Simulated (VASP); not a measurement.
Here is a VASP 6.6.1 calculation.

Contents of INCAR:

```
SYSTEM = AlN
ALGO = Normal
EDIFF = 1E-6
ENCUT = 520
GGA = PS
ISIF = 2
ISMEAR = 0
LASPH = .TRUE.
LCHARG = .FALSE.
LREAL = .FALSE.
LWAVE = .FALSE.
NBANDS = 26
NELM = 60
PREC = Accurate
SIGMA = 0.05
```

File KPOINTS:

```
k-points
0
G
  6 6 6
  0 0 0
```

The input POSCAR:

```
AlN
1.0
    4.3771405283      0.0000000000      0.0000000000
    0.0000000000     -4.3771405283      0.0000000000
    0.0000000000      0.0000000000     -4.3771405283
Al N
4 4
Direct
   -0.0814188659     -0.0575718322     -0.0814188659
    0.5000000000      0.5000000000      0.0000000000
    0.5000000000      0.0000000000      0.5000000000
    0.0000000000      0.5000000000      0.5000000000
    0.7500000000      0.7500000000      0.7500000000
    0.2500000000      0.2500000000      0.7500000000
    0.2500000000      0.7500000000      0.2500000000
    0.7500000000      0.2500000000      0.2500000000
```

Potentials or basis: VASP PAW PBE potentials, release 64 (Al, N).

Command:

```bash
$ cat potpaw_PBE.64/Al/POTCAR potpaw_PBE.64/N/POTCAR > POTCAR
$ mpirun -np 1 vasp_std > vasp.out
```

(1) Predict the pressure.

(2) What does it give for the band gap on the k mesh?

(3) What does it give for the largest force?

## Answers

(1) 22.4 GPa.

(2) 1.67 eV (least direct gap 1.78 eV).

(3) 36.466 eV/Å.

Caveat: the cell differs from its parent crystal (atom 1 (Al) moved by -0.504 Å along [1 1 0] and +0.252 Å along [0 0 1]); atoms lie so close that the PAW spheres overlap strongly, which falsifies energies and pressures; the stress differs along the axes, from 20 to 28 GPa; the PAW data sets were made with another functional, which shifts forces and pressure a little.
